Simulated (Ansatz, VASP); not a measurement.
**One calculation of Se, two programs**

File POSCAR:

```
Se
1.0
    0.0000000000      2.1409125182      2.1409125182
    2.1409125182      0.0000000000      2.1409125182
    2.1409125182      2.1409125182      0.0000000000
Se
1
Direct
    0.0000000000      0.0000000000      0.0000000000
```

The input INCAR.step1:

```
ALGO     = Normal         # electronic algorithm
EDIFF    = 1E-4           # SCF threshold, eV
ENCUT    = 520            # plane-wave cutoff, eV
GGA      = PE             # functional
ISMEAR   = -1             # smearing method
LASPH    = T              # aspherical terms in the spheres
LCHARG   = F              # write CHGCAR
LREAL    = F              # projectors in reciprocal space
LWAVE    = T              # write WAVECAR
NBANDS   = 9              # bands
NELM     = 80             # most SCF steps
PREC     = Accurate       # precision mode
SIGMA    = 0.1            # smearing width, eV
```

Contents of INCAR.step2:

```
ALGO     = Normal         # electronic algorithm
EDIFF    = 1E-6           # SCF threshold, eV
ENCUT    = 520            # plane-wave cutoff, eV
ISIF     = 2              # what is computed and relaxed
ISMEAR   = -1             # smearing method
ISTART   = 1            
LASPH    = T              # aspherical terms in the spheres
LCHARG   = T              # write CHGCAR
LELF     = T              # ELF
LMIXTAU  = T            
LREAL    = F              # projectors in reciprocal space
LVHAR    = T            
LWAVE    = F              # write WAVECAR
METAGGA  = R2SCAN         # meta-GGA
NBANDS   = 9              # bands
NELM     = 80             # most SCF steps
PREC     = Accurate       # precision mode
SIGMA    = 0.1            # smearing width, eV
```

Contents of KPOINTS:

```
k-points
0
Gamma
  14 14 14
```

Input for Ansatz:

```yaml
crystal:
  lattice:
    - [0.0, 2.1409125182, 2.1409125182]
    - [2.1409125182, 0.0, 2.1409125182]
    - [2.1409125182, 2.1409125182, 0.0]
  atoms:
    - { symbol: Se, position: [0.0, 0.0, 0.0] }
hamiltonian:
  xc: r2scan
  pseudopotentials:
    kind: paw
    azcp:
      Se: "pseudopotentials/Se.paw.azcp"
basis:
  ecutwfc: 500
  fft_grid_basis: typed
kpoints:
  mp_grid: { grid: [14, 14, 14], shift: [0, 0, 0] }
magnetization:
  spin_polarized: false
scf:
  occupations: { method: fermi_dirac, width: 0.1 }
  lower_state_search: "off"
output:
  stress: true
```

Alike in both runs: task single point; functional r2SCAN; k mesh 14 × 14 × 14; occupations fermi-dirac, width 0.1 eV; no spin polarisation.

|  | VASP | Ansatz |
| --- | --- | --- |
| version | VASP 6.6.1 | Ansatz 0.2.0 |
| potentials or method | VASP PAW PBE potentials, release 64 (Se), cutoff 520 eV | plane waves (500 eV) with PAW, scalar-relativistic |
| valence electrons in the cell | 6 | 16 |

Ansatz gave:

```
pressure (GPa) : 3.0
```

Q: What did VASP give for the same quantities?

A: Pressure (GPa): 2.9.

VASP's potentials were made for PBE, not for r2SCAN. VASP's potentials hold 6 valence electrons a cell and Ansatz's 16, so a difference there can come from the potentials and not from the codes.
